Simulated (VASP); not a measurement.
A run of VASP 6.6.1 is set up as follows.

The input INCAR:

```
  PREC = Accurate
  ENCUT = 520
  EDIFF = 1E-6
  ISMEAR = -1
  SIGMA = 0.06122561905347299
  LREAL = F
  LASPH = T
  NELM = 80
  ALGO = Normal
  ISIF = 2
  LWAVE = F
  LCHARG = F
  GGA = PE
  NBANDS = 16
```

File KPOINTS:

```
regular mesh
0
Gamma
  12 12 12
```

Contents of POSCAR:

```
Ir
1.0
    0.0000000000      2.7478622637      2.7478622637
    2.7478622637      0.0000000000      2.7478622637
    2.7478622637      2.7478622637      0.0000000000
Ir
2
Direct
    0.0000000000      0.0000000000      0.0000000000
    0.2500000000      0.2500000000      0.2500000000
```

Potentials or basis: VASP PAW PBE potentials, release 64 (Ir).

The run is started by

```console
$ cat potpaw_PBE.64/Ir/POTCAR > POTCAR
$ mpirun -np 1 vasp_std > vasp.out
```

(1) Estimate the pressure.

(2) Predict the band gap on the k mesh.

Answers

(1) 7.4 GPa.

(2) zero (band 9 reaches 6.79 eV, above the bottom of band 10 at 5.19 eV).

Caveat: spin-orbit coupling is left out, which moves the levels of the heavy elements.
